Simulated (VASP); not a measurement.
Input of a VASP 6.6.1 run:

Contents of INCAR:

```
SYSTEM = Re
PREC     = Accurate       ! precision mode
ENCUT    = 520            ! plane-wave cutoff, eV
EDIFF    = 1E-8           ! SCF threshold, eV
ISMEAR   = -1             ! smearing method
SIGMA    = 0.03           ! smearing width, eV
LREAL    = .False.        ! projectors in reciprocal space
LASPH    = .True.         ! aspherical terms in the spheres
NELM     = 60             ! most SCF steps
ALGO     = Normal         ! electronic algorithm
ISIF     = 2              ! what is computed and relaxed
LWAVE    = .False.        ! write WAVECAR
LCHARG   = .False.        ! write CHGCAR
GGA      = PE             ! functional
LEFG     = .True.       
NBANDS   = 10             ! bands
```

KPOINTS

```
Automatic mesh
0
Gamma
  14 14 14
  0 0 0
```

File POSCAR:

```
Re
1.0
    0.0000000000      1.9750000000      1.9355000000
    1.9750000000      0.0000000000      1.9355000000
    1.9750000000      1.9750000000      0.0000000000
Re
1
Direct
    0.0000000000      0.0000000000      0.0000000000
```

Potentials or basis: VASP PAW PBE potentials, release 64 (Re).

The run is started by

```bash
$ cat potpaw_PBE.64/Re/POTCAR > POTCAR
$ mpirun -np 1 vasp_std > vasp.out
```

Task: What does it give for the pressure?

Result: -3.0 GPa.

Electric field gradients, principal values (V/Å²):
| atom | least | middle | greatest (by size) |
| --- | --- | --- | --- |
| 1 Re | -11.709 | -11.709 | 23.417 |

Caveat: the cell differs from its parent crystal (zz strain of -2 %); without QUAD_EFG the Cq values of the log hold for a quadrupole moment of 1 mb, not for the nuclei.
